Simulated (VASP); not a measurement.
# KInW2O6 (Fm-3m) in VASP: a series of runs

The runs below take KInW2O6 through single point, relaxation of cell and atoms, with PBE.

All numbers are computed with VASP 6.6.1; they aren't measurements. Logs are shortened: lines on timing, memory, paths and dates and some standing lists are left out, and cuts for length are marked.

**1. The cell of the first run**

Symmetry: Fm-3m, No. 225, cubic system. Conventional cell: a = 7.962 Å, b = 7.962 Å, c = 7.962 Å, α = 90.00°, β = 90.00°, γ = 90.00°. K (site symmetry m-3m) has 12 O at 2.82 Å and 8 W at 3.45 Å within 3.7 Å. Within 3.7 Å of In (site symmetry m-3m) lie 12 O at 2.82 Å and 8 W at 3.45 Å. W (site symmetry -43m) has 6 O at 1.99 Å within 2.6 Å. Within 2.6 Å of O (site symmetry mmm) lie 2 W at 1.99 Å.

**2. Single point, PBE**

Contents of INCAR:

```
SYSTEM = KInW2O6
PREC     = Accurate       ! precision mode
ENCUT    = 520            ! plane-wave cutoff, eV
EDIFF    = 1E-7           ! SCF threshold, eV
ISMEAR   = -1             ! smearing method
SIGMA    = 0.05           ! smearing width, eV
LREAL    = .False.        ! projectors in reciprocal space
LASPH    = .True.         ! aspherical terms in the spheres
NELM     = 100            ! most SCF steps
ALGO     = Normal         ! electronic algorithm
ISIF     = 2              ! what is computed and relaxed
LWAVE    = .False.        ! write WAVECAR
LCHARG   = .False.        ! write CHGCAR
GGA      = PE             ! functional
NBANDS   = 54             ! bands
```

Contents of KPOINTS:

```
regular mesh
0
Gamma
  5 5 5
  0 0 0
```

Contents of POSCAR:

```
KInW2O6
1.0
    0.0000000000      3.9811239820      3.9811239820
    3.9811239820      0.0000000000      3.9811239820
    3.9811239820      3.9811239820      0.0000000000
K In W O
1 1 2 6
Direct
    0.0000000000      0.0000000000      0.0000000000
    0.5000000000      0.5000000000      0.5000000000
    0.2500000000      0.2500000000      0.2500000000
    0.7500000000      0.7500000000      0.7500000000
    0.5000000000      0.5000000000      0.0000000000
    0.0000000000      0.0000000000      0.5000000000
    0.0000000000      0.5000000000      0.5000000000
    0.5000000000      0.0000000000      0.0000000000
    0.5000000000      0.0000000000      0.5000000000
    0.0000000000      0.5000000000      0.0000000000
```

Potentials or basis: VASP PAW PBE potentials, release 64 (K_sv, In_d, W_sv, O).

The run is started by

```sh
$ cat potpaw_PBE.64/K_sv/POTCAR potpaw_PBE.64/In_d/POTCAR potpaw_PBE.64/W_sv/POTCAR potpaw_PBE.64/O/POTCAR > POTCAR
$ mpirun -np 1 vasp_std > vasp.out
```

OUTCAR:

```text
SYSTEM = KInW2O6
   PREC = Accurate
   ENCUT = 520
   EDIFF = 1E-7
   ISMEAR = -1
   LREAL = .False.
   LASPH = .True.
   NELM = 100
   ISIF = 2
   GGA = PE

 ion  position               nearest neighbor table
   1  0.000  0.000  0.000-   6 2.82   8 2.82  10 2.82   6 2.82   7 2.82   9 2.82   5 2.82   7 2.82
                            10 2.82   5 2.82   8 2.82   9 2.82   3 3.45   4 3.45   4 3.45   4 3.45
   2  0.500  0.500  0.500-   5 2.82   7 2.82   9 2.82   5 2.82   8 2.82  10 2.82   6 2.82   8 2.82
                             9 2.82   6 2.82   7 2.82  10 2.82   3 3.45   4 3.45   3 3.45   3 3.45
   3  0.250  0.250  0.250-   5 1.99   6 1.99   7 1.99   8 1.99   9 1.99  10 1.99   1 3.45   2 3.45
                             1 3.45   1 3.45   1 3.45   2 3.45   2 3.45   2 3.45
   4  0.750  0.750  0.750-   5 1.99   6 1.99   7 1.99   8 1.99   9 1.99  10 1.99   1 3.45   2 3.45
                             2 3.45   2 3.45   2 3.45   1 3.45   1 3.45   1 3.45
   5  0.500  0.500  0.000-   3 1.99   4 1.99   2 2.82   2 2.82   1 2.82   1 2.82
   6  0.000  0.000  0.500-   3 1.99   4 1.99   1 2.82   1 2.82   2 2.82   2 2.82
   7  0.000  0.500  0.500-   3 1.99   4 1.99   2 2.82   1 2.82   1 2.82   2 2.82
   8  0.500  0.000  0.000-   3 1.99   4 1.99   1 2.82   2 2.82   2 2.82   1 2.82
   9  0.500  0.000  0.500-   3 1.99   4 1.99   2 2.82   1 2.82   2 2.82   1 2.82
  10  0.000  0.500  0.000-   3 1.99   4 1.99   1 2.82   2 2.82   1 2.82   2 2.82

  LATTYP: Found a face centered cubic cell.
 ALAT       =     7.9622479640

  Lattice vectors:

 A1 = (   0.0000000000,   3.9811239820,   3.9811239820)
 A2 = (   3.9811239820,   0.0000000000,   3.9811239820)
 A3 = (   3.9811239820,   3.9811239820,   0.0000000000)

Analysis of symmetry for initial positions (statically):
=====================================================================
 Subroutine PRICEL returns:
 Original cell was already a primitive cell.

 Routine SETGRP: Setting up the symmetry group for a
 face centered cubic supercell.

 Subroutine GETGRP returns: Found 48 space group operations
 (whereof 48 operations were pure point group operations)
 out of a pool of 48 trial point group operations.

The static configuration has the point symmetry O_h .

Analysis of symmetry for dynamics (positions and initial velocities):
=====================================================================
 Subroutine PRICEL returns:
 Original cell was already a primitive cell.

 Routine SETGRP: Setting up the symmetry group for a
 face centered cubic supercell.

 Subroutine GETGRP returns: Found 48 space group operations
 (whereof 48 operations were pure point group operations)
 out of a pool of 48 trial point group operations.

The dynamic configuration has the point symmetry O_h .

 Subroutine INISYM returns: Found 48 space group operations
 (whereof 48 operations are pure point group operations),
 and found     1 'primitive' translations

----------------------------------------------------------------------------------------

                                     Primitive cell

  volume of cell :     126.1964

  direct lattice vectors                    reciprocal lattice vectors
     0.000000000  3.981123982  3.981123982    -0.125592672  0.125592672  0.125592672
     3.981123982  0.000000000  3.981123982     0.125592672 -0.125592672  0.125592672
     3.981123982  3.981123982  0.000000000     0.125592672  0.125592672 -0.125592672

  length of vectors
     5.630159529  5.630159529  5.630159529     0.217532890  0.217532890  0.217532890

  position of ions in fractional coordinates (direct lattice)
     0.000000000  0.000000000  0.000000000
     0.500000000  0.500000000  0.500000000
     0.250000000  0.250000000  0.250000000
     0.750000000  0.750000000  0.750000000
     0.500000000  0.500000000  0.000000000
     0.000000000  0.000000000  0.500000000
     0.000000000  0.500000000  0.500000000
     0.500000000  0.000000000  0.000000000
     0.500000000  0.000000000  0.500000000
     0.000000000  0.500000000  0.000000000

  ion indices of the primitive-cell ions
   primitive index   ion index
                 1           1
                 2           2
                 3           3
                 4           4
                 5           5
                 6           6
                 7           7
                 8           8
                 9           9
                10          10

----------------------------------------------------------------------------------------

 KPOINTS: regular mesh

Automatic generation of k-mesh.
 Grid dimensions read from file:
 generate k-points for:    5    5    5

 Generating k-lattice:

  Cartesian coordinates                     Fractional coordinates (reciprocal lattice)
    -0.025118534  0.025118534  0.025118534     0.200000000  0.000000000  0.000000000
     0.025118534 -0.025118534  0.025118534     0.000000000  0.200000000  0.000000000
     0.025118534  0.025118534 -0.025118534     0.000000000  0.000000000  0.200000000

  Length of vectors
     0.043506578  0.043506578  0.043506578

  Shift w.r.t. Gamma in fractional coordinates (k-lattice)
     0.000000000  0.000000000  0.000000000

 Subroutine IBZKPT returns following result:
 ===========================================

 Found     10 irreducible k-points:

 Following reciprocal coordinates:
            Coordinates               Weight
  0.000000  0.000000  0.000000      1.000000
  0.200000  0.000000  0.000000      8.000000
  0.400000  0.000000  0.000000      8.000000
  0.200000  0.200000  0.000000      6.000000
  0.400000  0.200000  0.000000     24.000000
 -0.400000  0.200000  0.000000     24.000000
 -0.200000  0.200000  0.000000     12.000000
  0.400000  0.400000  0.000000      6.000000
 -0.400000  0.400000  0.000000     12.000000
 -0.400000  0.400000  0.200000     24.000000
   k-points           NKPTS =     10   k-points in BZ     NKDIM =     10   number of bands    NBANDS=     54
   number of dos      NEDOS =    301   number of ions     NIONS =     10
   total plane-waves  NPLWV =  74088
   dimension x,y,z NGX =    42 NGY =   42 NGZ =   42
   dimension x,y,z NGXF=    84 NGYF=   84 NGZF=   84
   ions per type =               1   1   2   6
   NGX,Y,Z   is equivalent  to a cutoff of  12.40, 12.40, 12.40 a.u.
   NGXF,Y,Z  is equivalent  to a cutoff of  24.80, 24.80, 24.80 a.u.
 SYSTEM =  KInW2O6
   PREC   = accura    normal or accurate (medium, high low for compatibility)
   ISTART =      0    job   : 0-new  1-cont  2-samecut
   ICHARG =      2    charge: 1-file 2-atom 10-const
   ISPIN  =      1    spin polarized calculation?
   LNONCOLLINEAR =      F non collinear calculations
   LSORBIT =      F    spin-orbit coupling
   LASPH  =      T    aspherical Exc in radial PAW
   ENCUT  =  520.0 eV  38.22 Ry    6.18 a.u.  10.47 10.47 10.47*2*pi/ulx,y,z
   NELM   =    100;   NELMIN=  2; NELMDL= -5     # of ELM steps
   EDIFF  = 0.1E-06   stopping-criterion for ELM
   LREAL  =      F    real-space projection
   EDIFFG = 0.1E-05   stopping-criterion for IOM
   NSW    =      0    number of steps for IOM
   IBRION =     -1    ionic relax: 0-MD 1-quasi-New 2-CG
   NFREE  =      0    steps in history (QN), initial steepest desc. (CG)
   ISIF   =      2    stress and relaxation
   ISYM   =      2    0-nonsym 1-usesym 2-fastsym
   POTIM  = 0.5000    time-step for ionic-motion
   TEBEG  =    0.0;   TEEND  =   0.0 temperature during run
   PSTRESS=    0.0 pullay stress
   NELECT =      86.0000    total number of electrons
   NUPDOWN=      -1.0000    fix difference up-down
   EMIN   =  10.00;   EMAX   =-10.00  energy-range for DOS
   EFERMI =   0.00;   METHOD = LEGACY
   ISMEAR =    -1;   SIGMA  =   0.05  broadening in eV -4-tet -1-fermi 0-gaus
   EFERMI_NEDOS =   21; number of points for ismear=-14 and -15
   IALGO  =     38    algorithm
   IMIX   =      4    mixing-type and parameters
     AMIX     =   0.40;   BMIX     =  1.00
     AMIX_MAG =   1.60;   BMIX_MAG =  1.00
  volume/ion in A,a.u.               =      12.62        85.16
  Fermi-wavevector in a.u.,A,eV,Ry     =   1.440650  2.722435 28.238534  2.075474
  Thomas-Fermi vector in A             =   2.559371
   LORBIT       =      0    0 simple, 1 ext, 2 COOP (PROOUT), +10 PAW based schemes
   GGA     = PE    functional components
   LHFCALC =     F    Hartree Fock is set to
   AEXX    =    0.0000 exact exchange contribution
   IVDW    =     0    specifies the selected vdW correction
   LEPSILON=     F    determine dielectric tensor
   LRPA    =     F    only Hartree local field effects (RPA)
 non-spin polarized calculation
  energy-cutoff  :      520.00
  volume of cell :      126.20
 maximum number of plane-waves:      3479
 NGX is ok and might be reduce to    42
   NGX = 21   NGY = 21   NGZ = 21

 number of electron      86.0000034 magnetization

 Free energy of the ion-electron system (eV)
  ---------------------------------------------------
  ext. energy  EPLUGINS =         0.00000000
  ---------------------------------------------------
  free energy    TOTEN  =       -77.67359740 eV

  energy without entropy =      -77.65393975  energy(sigma->0) =      -77.66376857

 E-fermi :   6.4470     XC(G=0): -11.3052

 val. band max:        6.4183560669   @ k =  -0.2000   0.2000   0.0000
 cond. band min:       6.9272627126   @ k =  -0.4000   0.2000   0.0000
 fundamental gap:      0.5089066457
 Fermi energy:         6.4469525422

 k-point     1 :       0.0000    0.0000    0.0000
  band No.  band energies     occupation
      1     -69.6616      2.00000
      2     -69.6606      2.00000
      3     -33.8759      2.00000
      4     -33.8759      2.00000
      5     -33.8759      2.00000
      6     -33.8308      2.00000
[... 46 lines left out ...]
     53      12.9172      0.00000
     54      13.0011      0.00000
[... 511 lines left out ...]
     53      11.5336      0.00000
     54      12.8867      0.00000

------------------------ aborting loop because EDIFF is reached ----------------------------------------

  FORCE on cell =-STRESS in cart. coord.  units (eV):
  Direction    XX          YY          ZZ          XY          YZ          ZX
  --------------------------------------------------------------------------------------
  -------------------------------------------------------------------------------------
  Total        0.8792055      0.8792055      0.8792055      0.0000000     -0.0000000      0.0000000
  in kB       11.1623042     11.1623042     11.1623042      0.0000000     -0.0000000      0.0000000
  external PRESSURE =      11.1623042 kB  Pullay stress =       0.0000000 kB

 VOLUME and BASIS-vectors are now :
 -----------------------------------------------------------------------------
  energy-cutoff  :      520.00
  volume of cell :      126.20
      direct lattice vectors                 reciprocal lattice vectors
     0.000000000  3.981123982  3.981123982    -0.125592672  0.125592672  0.125592672
     3.981123982  0.000000000  3.981123982     0.125592672 -0.125592672  0.125592672
     3.981123982  3.981123982  0.000000000     0.125592672  0.125592672 -0.125592672

 POSITION                                       TOTAL-FORCE (eV/Angst)
 -----------------------------------------------------------------------------------
      0.00000      0.00000      0.00000        -0.000000     -0.000000     -0.000000
      3.98112      3.98112      3.98112        -0.000000     -0.000000     -0.000000
      1.99056      1.99056      1.99056         0.000000      0.000000      0.000000
      5.97169      5.97169      5.97169         0.000000     -0.000000     -0.000000
      1.99056      1.99056      3.98112        -0.000000     -0.000000     -0.000000
      1.99056      1.99056      0.00000        -0.000000     -0.000000     -0.000000
      3.98112      1.99056      1.99056        -0.000000     -0.000000     -0.000000
      0.00000      1.99056      1.99056        -0.000000     -0.000000     -0.000000
      1.99056      3.98112      1.99056        -0.000000     -0.000000     -0.000000
      1.99056      0.00000      1.99056        -0.000000     -0.000000     -0.000000
 -----------------------------------------------------------------------------------
    total drift:                               -0.000000     -0.000000      0.000000

  FREE ENERGIE OF THE ION-ELECTRON SYSTEM (eV)
  ---------------------------------------------------
  free  energy   TOTEN  =       -77.6735973978 eV

  energy  without entropy=      -77.6539397452  energy(sigma->0) =      -77.66376857
```

Wall time 87 s (1 thread of Intel Xeon Platinum 8124M at 3.00GHz (Skylake/Cascade Lake), shared host); peak memory 0.29 GiB.

Results:

```
Free energy            : -77.6736 eV
Pressure               : 1.1 GPa
Band gap on the k mesh : zero (bands 43 and 44 overlap by 1.74 eV)
```

Levels at points of the mesh, in eV from the Fermi level:
| k point | band 40 | band 41 | band 42 | band 43 | band 44 | band 45 | band 46 | band 47 |
| --- | --- | --- | --- | --- | --- | --- | --- | --- |
| (0.00, 0.00, 0.00) | -2.60 | -2.60 | -2.60 | -1.23 | -1.23 | -1.23 | 2.73 | 2.73 |

Caveat: spin-orbit coupling is left out, which moves the levels of the heavy elements.

**3. Relaxation of cell and atoms, PBE**

This run uses another cell than the first one, of 13.19 Å³/atom.

Contents of INCAR:

```
PREC = Accurate
ENCUT = 600
EDIFF = 1E-6
ISMEAR = -1
SIGMA = 0.05
LREAL = False
LASPH = True
NELM = 100
ALGO = Normal
ISIF = 3
LWAVE = False
LCHARG = False
GGA = PE
IBRION = 2
NSW = 80
EDIFFG = -0.02
```

Contents of KPOINTS:

```
regular mesh
0
Gamma
  5 5 5
```

Edit POSCAR of step 2 so:

```diff
@@ -2,5 +2,5 @@
 1.0
-    0.0000000000      3.9811239820      3.9811239820
-    3.9811239820      0.0000000000      3.9811239820
-    3.9811239820      3.9811239820      0.0000000000
+    0.0000000000      4.0406318800      4.0406318800
+    4.0406318800      0.0000000000      4.0406318800
+    4.0406318800      4.0406318800      0.0000000000
 K In W O
```

Potentials or basis: VASP PAW PBE potentials, release 64 (K_sv, In_d, W_sv, O).

The run is started by

```sh
$ cat potpaw_PBE.64/K_sv/POTCAR potpaw_PBE.64/In_d/POTCAR potpaw_PBE.64/W_sv/POTCAR potpaw_PBE.64/O/POTCAR > POTCAR
$ mpirun -np 1 vasp_std > vasp.out
```

Wall time 4 min (1 thread of Intel Xeon Platinum 8124M at 3.00GHz (Skylake/Cascade Lake), shared host); peak memory 0.38 GiB.

The run converged. Its results:

```
Free energy                           : -77.7023 eV
Relaxed volume                        : 12.68 Å³/atom
Relaxed cell                          : a = 5.640 Å, b = 5.640 Å, c = 5.640 Å, α = 60.00°, β = 60.00°, γ = 60.00°
Space group after relaxing (to 0.1 Å) : Fm-3m (No. 225)
Energy gained by relaxing             : 12.2 meV/atom
Ionic steps                           : 3
Pressure after relaxing               : -0.1 GPa
Band gap on the k mesh                : zero (bands 43 and 44 overlap by 1.73 eV)
```

Step by step:
```tsv
step	energy change (eV)	largest force (eV/Å)	pressure (GPa)	volume (Å³)
1	0.0000	0.0000	-7.29	131.94
2	0.0705	0.0000	10.80	120.80
3	-0.1221	0.0000	-0.07	126.83
```

Final structure:
```cif
data_structure
_symmetry_space_group_name_H-M 'P 1'
_symmetry_Int_Tables_number 1
_cell_length_a 5.6395
_cell_length_b 5.6395
_cell_length_c 5.6395
_cell_angle_alpha 60.000
_cell_angle_beta 60.000
_cell_angle_gamma 60.000
_cell_volume 126.83
loop_
_atom_site_label
_atom_site_type_symbol
_atom_site_fract_x
_atom_site_fract_y
_atom_site_fract_z
_atom_site_occupancy
K1 K 0.00000 0.00000 0.00000 1
In1 In 0.50000 0.50000 0.50000 1
W1 W 0.25000 0.25000 0.25000 1
W2 W 0.75000 0.75000 0.75000 1
O1 O 0.50000 0.50000 0.00000 1
O2 O 0.00000 0.00000 0.50000 1
O3 O 0.00000 0.50000 0.50000 1
O4 O 0.50000 0.00000 0.00000 1
O5 O 0.50000 0.00000 0.50000 1
O6 O 0.00000 0.50000 0.00000 1
```

Levels at points of the mesh, in eV from the Fermi level:
```
           k point  band 41  band 42  band 43  band 44  band 45  band 46
(0.00, 0.00, 0.00)    -2.59    -2.59    -1.22    -1.22    -1.22     2.71
```

Caveat: spin-orbit coupling is left out, which moves the levels of the heavy elements.
